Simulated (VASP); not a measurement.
# HgTe (zinc blende type) (F-43m) in VASP: further runs

Aim: see how the results for HgTe (zinc blende type) move with the level of theory and the settings. Levels: PBE, HSE06. Tasks: single point.

Program: VASP 6.6.1. These are calculated values, not measurements. Logs are shortened: lines on timing, memory, paths and dates and some standing lists are left out, and cuts for length are marked.

**1. The cell of the first run**

Symmetry: F-43m, No. 216, cubic system. The conventional cell has a = 6.660 Å, b = 6.660 Å, c = 6.660 Å, α = 90.00°, β = 90.00°, γ = 90.00°. Hg (site symmetry -43m) has 4 Te at 2.88 Å within 3.8 Å. Within 3.8 Å of Te (site symmetry -43m) lie 4 Hg at 2.88 Å.

**2. Single point, PBE, non-collinear spin, zero start, spin-orbit coupling**

INCAR reads:

```
SYSTEM = HgTe
PREC = Accurate ; ENCUT = 520
EDIFF = 1E-6 ; ISMEAR = -1
SIGMA = 0.02 ; LREAL = .FALSE.
LASPH = .TRUE. ; NELM = 150
ALGO = Normal ; ISIF = 2
LWAVE = .FALSE. ; LCHARG = .FALSE.
LNONCOLLINEAR = .TRUE. ; MAGMOM = 0 0 0 0 0 0
LORBIT = 11 ; LSORBIT = .TRUE.
GGA_COMPAT = .FALSE. ; LORBMOM = .TRUE.
GGA = PE ; NBANDS = 30
```

KPOINTS reads:

```
regular mesh
0
G
  6 6 6
  0 0 0
```

POSCAR reads:

```
HgTe
1.0
    0.0000000000      3.3300000000      3.3300000000
    3.3300000000      0.0000000000      3.3300000000
    3.3300000000      3.3300000000      0.0000000000
Hg Te
1 1
Direct
    0.0000000000      0.0000000000      0.0000000000
    0.2500000000      0.2500000000      0.2500000000
```

Potentials or basis: VASP PAW PBE potentials, release 64 (Hg, Te).

Launch:

```
$ cat potpaw_PBE.64/Hg/POTCAR potpaw_PBE.64/Te/POTCAR > POTCAR
$ mpirun -np 1 vasp_ncl > vasp.out
```

OUTCAR:

```text
SYSTEM = HgTe
   PREC = Accurate
   ENCUT = 520
   EDIFF = 1E-6
   ISMEAR = -1
   LREAL = .FALSE.
   LASPH = .TRUE.
   NELM = 150
   ISIF = 2
   LNONCOLLINEAR = .TRUE.
   LORBIT = 11
   LSORBIT = .TRUE.
   GGA = PE

 ion  position               nearest neighbor table
   1  0.000  0.000  0.000-   2 2.88   2 2.88   2 2.88   2 2.88
   2  0.250  0.250  0.250-   1 2.88   1 2.88   1 2.88   1 2.88

  LATTYP: Found a face centered cubic cell.
 ALAT       =     6.6600000000

  Lattice vectors:

 A1 = (   0.0000000000,   3.3300000000,   3.3300000000)
 A2 = (   3.3300000000,   0.0000000000,   3.3300000000)
 A3 = (   3.3300000000,   3.3300000000,   0.0000000000)

Analysis of symmetry for initial positions (statically):
=====================================================================
 Subroutine PRICEL returns:
 Original cell was already a primitive cell.

 Routine SETGRP: Setting up the symmetry group for a
 face centered cubic supercell.

 Subroutine GETGRP returns: Found 24 space group operations
 (whereof 24 operations were pure point group operations)
 out of a pool of 48 trial point group operations.

The static configuration has the point symmetry T_d .

Analysis of symmetry for dynamics (positions and initial velocities):
=====================================================================
 Subroutine PRICEL returns:
 Original cell was already a primitive cell.

 Routine SETGRP: Setting up the symmetry group for a
 face centered cubic supercell.

 Subroutine GETGRP returns: Found 24 space group operations
 (whereof 24 operations were pure point group operations)
 out of a pool of 48 trial point group operations.

The dynamic configuration has the point symmetry T_d .

Analysis of structural, dynamic, and magnetic symmetry:
=====================================================================
 Subroutine PRICEL returns:
 Original cell was already a primitive cell.

 Routine SETGRP: Setting up the symmetry group for a
 face centered cubic supercell.

 Subroutine GETGRP returns: Found 24 space group operations
 (whereof 24 operations were pure point group operations)
 out of a pool of 48 trial point group operations.

The overall configuration has the point symmetry T_d .

 Subroutine INISYM returns: Found 24 space group operations
 (whereof 24 operations are pure point group operations),
 and found     1 'primitive' translations

----------------------------------------------------------------------------------------

                                     Primitive cell

  volume of cell :      73.8521

  direct lattice vectors                    reciprocal lattice vectors
     0.000000000  3.330000000  3.330000000    -0.150150150  0.150150150  0.150150150
     3.330000000  0.000000000  3.330000000     0.150150150 -0.150150150  0.150150150
     3.330000000  3.330000000  0.000000000     0.150150150  0.150150150 -0.150150150

  length of vectors
     4.709331163  4.709331163  4.709331163     0.260067689  0.260067689  0.260067689

  position of ions in fractional coordinates (direct lattice)
     0.000000000  0.000000000  0.000000000
     0.250000000  0.250000000  0.250000000

  ion indices of the primitive-cell ions
   primitive index   ion index
                 1           1
                 2           2

----------------------------------------------------------------------------------------

 KPOINTS: regular mesh

Automatic generation of k-mesh.
 Grid dimensions read from file:
 generate k-points for:    6    6    6

 Generating k-lattice:

  Cartesian coordinates                     Fractional coordinates (reciprocal lattice)
    -0.025025025  0.025025025  0.025025025     0.166666667  0.000000000  0.000000000
[... 92 lines left out ...]
 number of electron      18.0000000 magnetization       0.0000000      0.0000000      0.0000000

 number of electron      17.9999998 magnetization      -0.0000000      0.0000000     -0.0000000

 number of electron      17.9999998 magnetization       0.0000000     -0.0000000      0.0000000

 Free energy of the ion-electron system (eV)
  ---------------------------------------------------
  ext. energy  EPLUGINS =         0.00000000
  ---------------------------------------------------
  free energy    TOTEN  =        -4.03528605 eV

  energy without entropy =       -4.03502900  energy(sigma->0) =       -4.03515752

 E-fermi :   2.4470     XC(G=0):  -8.3367

 val. band max:        2.4470391506   @ k =   0.0000   0.0000   0.0000
 cond. band min:       2.8792537374   @ k =   0.5000   0.0000   0.0000
 fundamental gap:      0.4322145868
 Fermi energy:         2.4470455338

 k-point     1 :       0.0000    0.0000    0.0000
  band No.  band energies     occupation
      1      -9.1902      1.00000
      2      -9.1902      1.00000
      3      -5.5548      1.00000
      4      -5.5548      1.00000
      5      -5.5548      1.00000
      6      -5.5548      1.00000
[... 715 lines left out ...]
     29      12.6996      0.00000
     30      12.8336      0.00000

------------------------ aborting loop because EDIFF is reached ----------------------------------------

  FORCE on cell =-STRESS in cart. coord.  units (eV):
  Direction    XX          YY          ZZ          XY          YZ          ZX
  --------------------------------------------------------------------------------------
  -------------------------------------------------------------------------------------
  Total       -0.1110913     -0.1110913     -0.1110913     -0.0000000      0.0000000      0.0000000
  in kB       -2.4100604     -2.4100604     -2.4100604     -0.0000000      0.0000000      0.0000000
  external PRESSURE =      -2.4100604 kB  Pullay stress =       0.0000000 kB

 VOLUME and BASIS-vectors are now :
 -----------------------------------------------------------------------------
  energy-cutoff  :      520.00
  volume of cell :       73.85
      direct lattice vectors                 reciprocal lattice vectors
     0.000000000  3.330000000  3.330000000    -0.150150150  0.150150150  0.150150150
     3.330000000  0.000000000  3.330000000     0.150150150 -0.150150150  0.150150150
     3.330000000  3.330000000  0.000000000     0.150150150  0.150150150 -0.150150150

 POSITION                                       TOTAL-FORCE (eV/Angst)
 -----------------------------------------------------------------------------------
      0.00000      0.00000      0.00000         0.000000      0.000000      0.000000
      1.66500      1.66500      1.66500        -0.000000     -0.000000     -0.000000
 -----------------------------------------------------------------------------------
    total drift:                                0.000000      0.000000      0.000000

  FREE ENERGIE OF THE ION-ELECTRON SYSTEM (eV)
  ---------------------------------------------------
  free  energy   TOTEN  =        -4.0352860520 eV

  energy  without entropy=       -4.0350289976  energy(sigma->0) =       -4.03515752

 orbital moment (x)

 # of ion     p       d       tot
 ----------------------------------------
  1        -0.000   0.000   0.000
  2         0.000   0.000   0.000
 ----------------------------------------
            0.000   0.000   0.000

 orbital moment (y)

 # of ion     p       d       tot
 ----------------------------------------
  1         0.000   0.000   0.000
  2         0.000   0.000   0.000
 ----------------------------------------
            0.000   0.000   0.000

 orbital moment (z)

 # of ion     p       d       tot
 ----------------------------------------
  1         0.000   0.000   0.000
  2         0.000   0.000   0.000
 ----------------------------------------
            0.000   0.000   0.000

 Spin-Orbit-Coupling matrix elements

 Ion:    1  E_soc:     -0.5695584
 l=   1
     0.0000000    -0.0284640    -0.0284640
    -0.0284640     0.0000000    -0.0284640
    -0.0284640    -0.0284640     0.0000000
 l=   2
     0.0000000    -0.0131074     0.0000000    -0.0131074    -0.0533550
    -0.0131074     0.0000000    -0.0400163    -0.0131074    -0.0133388
     0.0000000    -0.0400163     0.0000000    -0.0400163     0.0000000
    -0.0131074    -0.0131074    -0.0400163     0.0000000    -0.0133388
    -0.0533550    -0.0133388     0.0000000    -0.0133388     0.0000000
 l=   3
     0.0000000     0.0000000     0.0000000     0.0000000     0.0000000     0.0000000     0.0000000
     0.0000000     0.0000000     0.0000000     0.0000000     0.0000000     0.0000000     0.0000000
     0.0000000     0.0000000     0.0000000     0.0000000     0.0000000     0.0000000     0.0000000
     0.0000000     0.0000000     0.0000000     0.0000000     0.0000000     0.0000000     0.0000000
     0.0000000     0.0000000     0.0000000     0.0000000     0.0000000     0.0000000     0.0000000
     0.0000000     0.0000000     0.0000000     0.0000000     0.0000000     0.0000000     0.0000000
     0.0000000     0.0000000     0.0000000     0.0000000     0.0000000     0.0000000     0.0000000

 Ion:    2  E_soc:     -0.2275321
 l=   1
     0.0000000    -0.0378063    -0.0378063
    -0.0378063     0.0000000    -0.0378063
    -0.0378063    -0.0378063     0.0000000
 l=   2
     0.0000000    -0.0000465     0.0000000    -0.0000465    -0.0000692
    -0.0000465     0.0000000    -0.0000519    -0.0000465    -0.0000173
     0.0000000    -0.0000519     0.0000000    -0.0000519     0.0000000
    -0.0000465    -0.0000465    -0.0000519     0.0000000    -0.0000173
    -0.0000692    -0.0000173     0.0000000    -0.0000173     0.0000000
 l=   3
     0.0000000     0.0000000     0.0000000     0.0000000     0.0000000     0.0000000     0.0000000
     0.0000000     0.0000000     0.0000000     0.0000000     0.0000000     0.0000000     0.0000000
     0.0000000     0.0000000     0.0000000     0.0000000     0.0000000     0.0000000     0.0000000
     0.0000000     0.0000000     0.0000000     0.0000000     0.0000000     0.0000000     0.0000000
     0.0000000     0.0000000     0.0000000     0.0000000     0.0000000     0.0000000     0.0000000
     0.0000000     0.0000000     0.0000000     0.0000000     0.0000000     0.0000000     0.0000000
     0.0000000     0.0000000     0.0000000     0.0000000     0.0000000     0.0000000     0.0000000

 total charge

# of ion       s       p       d       tot
------------------------------------------
    1        0.741   0.363   9.362  10.466
    2        1.375   1.939   0.025   3.338
--------------------------------------------------
tot          2.116   2.301   9.387  13.805

 magnetization (x)

# of ion       s       p       d       tot
------------------------------------------
    1        0.000   0.000   0.000   0.000
    2        0.000   0.000  -0.000   0.000
--------------------------------------------------
tot          0.000   0.000   0.000   0.000

 magnetization (y)

# of ion       s       p       d       tot
------------------------------------------
    1        0.000   0.000   0.000   0.000
    2        0.000   0.000  -0.000   0.000
--------------------------------------------------
tot          0.000   0.000  -0.000   0.000

 magnetization (z)

# of ion       s       p       d       tot
------------------------------------------
    1       -0.000  -0.000   0.000  -0.000
    2       -0.000   0.000  -0.000   0.000
--------------------------------------------------
tot         -0.000  -0.000   0.000  -0.000
```

Wall time 73 s (1 thread of AMD EPYC 9R45 (Zen 5), shared host); peak memory 0.38 GiB.

Results:

| Item | Value |
| --- | --- |
| Free energy | -4.0353 eV |
| Pressure | -0.2 GPa |
| Net moment | 0.00 μB per cell |
| Valence electrons inside the program's atomic spheres | Hg 10.47; Te 3.34 |

Moments on the atoms (μB; x, y, z):
```
Hg  0.00 0.00 0.00
Te  0.00 0.00 0.00
```

**3. Single point, HSE06**

This run uses another cell than the first one, of 33.97 Å³/atom, 0.920 times its volume.

POSCAR reads:

```
HgTe
1.0
    0.0000000000      3.2387207913      3.2387207913
    3.2387207913      0.0000000000      3.2387207913
    3.2387207913      3.2387207913      0.0000000000
Hg Te
1 1
Direct
    0.0000000000      0.0000000000      0.0000000000
    0.2500000000      0.2500000000      0.2500000000
```

INCAR.step1 reads:

```
SYSTEM = HgTe
  PREC = Accurate
  ENCUT = 520
  EDIFF = 1E-5
  ISMEAR = -1
  SIGMA = 0.1
  LREAL = .False.
  LASPH = .True.
  NELM = 60
  ALGO = Normal
  ISIF = 2
  LWAVE = .True.
  LCHARG = .False.
  GGA = PE
  NBANDS = 16
```

INCAR.step2 reads:

```
SYSTEM = HgTe
  PREC = Accurate
  ENCUT = 520
  EDIFF = 1E-7
  ISMEAR = -1
  SIGMA = 0.1
  LREAL = .False.
  LASPH = .True.
  NELM = 60
  ALGO = Normal
  ISIF = 2
  LWAVE = .False.
  LCHARG = .False.
  GGA = PE
  LHFCALC = .True.
  HFSCREEN = 0.2079
  PRECFOCK = Normal
  ISTART = 1
  NBANDS = 16
```

KPOINTS reads:

```
regular mesh
0
Gamma
  4 4 4
  0 0 0
```

Potentials or basis: VASP PAW PBE potentials, release 64 (Hg, Te).

Launch:

```
$ cat potpaw_PBE.64/Hg/POTCAR potpaw_PBE.64/Te/POTCAR > POTCAR
$ cp INCAR.step1 INCAR
$ mpirun -np 1 vasp_std > vasp.out
$ cp INCAR.step2 INCAR
$ mpirun -np 1 vasp_std > vasp.out
```

OUTCAR:

```text
SYSTEM = HgTe
   PREC = Accurate
   ENCUT = 520
   EDIFF = 1E-7
   ISMEAR = -1
   LREAL = .False.
   LASPH = .True.
   NELM = 60
   ISIF = 2
   GGA = PE
   LHFCALC = .True.
   HFSCREEN = 0.2079
   PRECFOCK = Normal
   ISTART = 1

 ion  position               nearest neighbor table
   1  0.000  0.000  0.000-   2 2.80   2 2.80   2 2.80   2 2.80
   2  0.250  0.250  0.250-   1 2.80   1 2.80   1 2.80   1 2.80

  LATTYP: Found a face centered cubic cell.
 ALAT       =     6.4774415826

  Lattice vectors:
[... 328 lines left out ...]

------------------------ aborting loop because EDIFF is reached ----------------------------------------

  FORCE on cell =-STRESS in cart. coord.  units (eV):
  Direction    XX          YY          ZZ          XY          YZ          ZX
  --------------------------------------------------------------------------------------
  -------------------------------------------------------------------------------------
  Total        0.9227843      0.9227843      0.9227843     -0.0000000     -0.0000000     -0.0000000
  in kB       21.7600691     21.7600691     21.7600691     -0.0000000     -0.0000000     -0.0000000
  external PRESSURE =      21.7600691 kB  Pullay stress =       0.0000000 kB

 VOLUME and BASIS-vectors are now :
 -----------------------------------------------------------------------------
  energy-cutoff  :      520.00
  volume of cell :       67.94
      direct lattice vectors                 reciprocal lattice vectors
     0.000000000  3.238720791  3.238720791    -0.154381940  0.154381940  0.154381940
     3.238720791  0.000000000  3.238720791     0.154381940 -0.154381940  0.154381940
     3.238720791  3.238720791  0.000000000     0.154381940  0.154381940 -0.154381940

 POSITION                                       TOTAL-FORCE (eV/Angst)
 -----------------------------------------------------------------------------------
      0.00000      0.00000      0.00000        -0.000000     -0.000000     -0.000000
      1.61936      1.61936      1.61936         0.000000      0.000000      0.000000
 -----------------------------------------------------------------------------------
    total drift:                               -0.000001     -0.000003     -0.000001

  FREE ENERGIE OF THE ION-ELECTRON SYSTEM (eV)
  ---------------------------------------------------
  free  energy   TOTEN  =        -4.6508122469 eV

  energy  without entropy=       -4.6436359957  energy(sigma->0) =       -4.64722412
```

OUTCAR.step1:

```text
SYSTEM = HgTe
   PREC = Accurate
   ENCUT = 520
   EDIFF = 1E-5
   ISMEAR = -1
   LREAL = .False.
[... 355 lines left out ...]
      0.00000      0.00000      0.00000         0.000000      0.000000      0.000000
      1.61936      1.61936      1.61936        -0.000000     -0.000000     -0.000000
 -----------------------------------------------------------------------------------
    total drift:                               -0.000000     -0.000000     -0.000000

  FREE ENERGIE OF THE ION-ELECTRON SYSTEM (eV)
  ---------------------------------------------------
  free  energy   TOTEN  =        -3.5074440836 eV

  energy  without entropy=       -3.5004604132  energy(sigma->0) =       -3.50395225
```

It took 16 min on 1 thread of AMD EPYC 9R45 (Zen 5), shared host; peak memory 0.28 GiB.

Results:

* Free energy: -4.6508 eV
* Pressure: 2.2 GPa
* Band gap on the k mesh: zero (filled and empty bands touch)

Caveat: the k points lie up to 0.42 Å⁻¹ apart; the PAW data sets were made with another functional, which shifts forces and pressure a little; spin-orbit coupling is left out, which moves the levels of the heavy elements.

**4. Single point, HSE06**

This run uses another cell than the first one, of 35.08 Å³/atom, 0.950 times its volume.

POSCAR reads:

```
HgTe
1.0
    0.0000000000      3.2735484164      3.2735484164
    3.2735484164      0.0000000000      3.2735484164
    3.2735484164      3.2735484164      0.0000000000
Hg Te
1 1
Direct
    0.0000000000      0.0000000000      0.0000000000
    0.2500000000      0.2500000000      0.2500000000
```

INCAR.step1 reads:

```
SYSTEM = HgTe
  ALGO = Normal
  EDIFF = 1E-5
  ENCUT = 520
  GGA = PE
  ISIF = 2
  ISMEAR = -1
  LASPH = .TRUE.
  LCHARG = .FALSE.
  LREAL = .FALSE.
  LWAVE = .TRUE.
  NBANDS = 16
  NELM = 60
  PREC = Accurate
  SIGMA = 0.1
```

INCAR.step2 reads:

```
SYSTEM = HgTe
  ALGO = Normal
  EDIFF = 1E-7
  ENCUT = 520
  GGA = PE
  HFSCREEN = 0.2079
  ISIF = 2
  ISMEAR = -1
  ISTART = 1
  LASPH = .TRUE.
  LCHARG = .FALSE.
  LHFCALC = .TRUE.
  LREAL = .FALSE.
  LWAVE = .FALSE.
  NBANDS = 16
  NELM = 60
  PREC = Accurate
  PRECFOCK = Normal
  SIGMA = 0.1
```

KPOINTS reads:

```
k-points
0
G
  4 4 4
  0 0 0
```

Launch:

```
$ cat potpaw_PBE.64/Hg/POTCAR potpaw_PBE.64/Te/POTCAR > POTCAR
$ cp INCAR.step1 INCAR
$ mpirun -np 1 vasp_std > vasp.out
$ cp INCAR.step2 INCAR
$ mpirun -np 1 vasp_std > vasp.out
```

Run time: 15 min. Hardware: 1 thread of AMD EPYC 9R45 (Zen 5), shared host; peak memory 0.29 GiB.

It converged, with:

```
Free energy            : -4.6708 eV
Pressure               : 0.7 GPa
Band gap on the k mesh : zero (filled and empty bands touch)
```

Levels at points of the mesh, in eV from the Fermi level:
```tsv
k point	band 7	band 8	band 9	band 10	band 11	band 12
(0.00, 0.00, 0.00)	-0.30	-0.08	-0.08	-0.08	4.97	4.97
(0.50, 0.00, 0.00)	-5.71	-1.08	-1.08	1.27	5.77	5.77
(0.50, 0.50, 0.00)	-5.72	-2.37	-2.37	2.52	3.09	9.02
```

Caveat: the k points lie up to 0.42 Å⁻¹ apart; the PAW data sets were made with another functional, which shifts forces and pressure a little; spin-orbit coupling is left out, which moves the levels of the heavy elements.

**5. Overview**

```tsv
level	spin	cell	k mesh	smearing	grid for exact exchange (PRECFOCK)	screening parameter	gap on the mesh (eV)	pressure (GPa)
PBE	non-collinear, zero start, SOC	a = 4.709 Å, angles 60.0°, 2 atoms	6 × 6 × 6	fermi-dirac 0.02 eV	-	-	-	-0.2
HSE06	off	a = 4.580 Å, angles 60.0°, 2 atoms	4 × 4 × 4	fermi-dirac 0.1 eV	Normal	0.2079 1/Å	none	2.2
HSE06	off	a = 4.629 Å, angles 60.0°, 2 atoms	4 × 4 × 4	fermi-dirac 0.1 eV	Normal	0.2079 1/Å	none	0.7
```

Alike in all rows: task single point; potentials or basis VASP PAW PBE potentials, release 64 (Hg, Te); cutoff (eV) 520.

Caveats: some runs use coarse meshes; the PAW data sets were made with another functional, which shifts forces and pressure a little (some runs); spin-orbit coupling is left out, which moves the levels of the heavy elements (some runs).

Absolute energies hang on the potentials; compare differences alone.
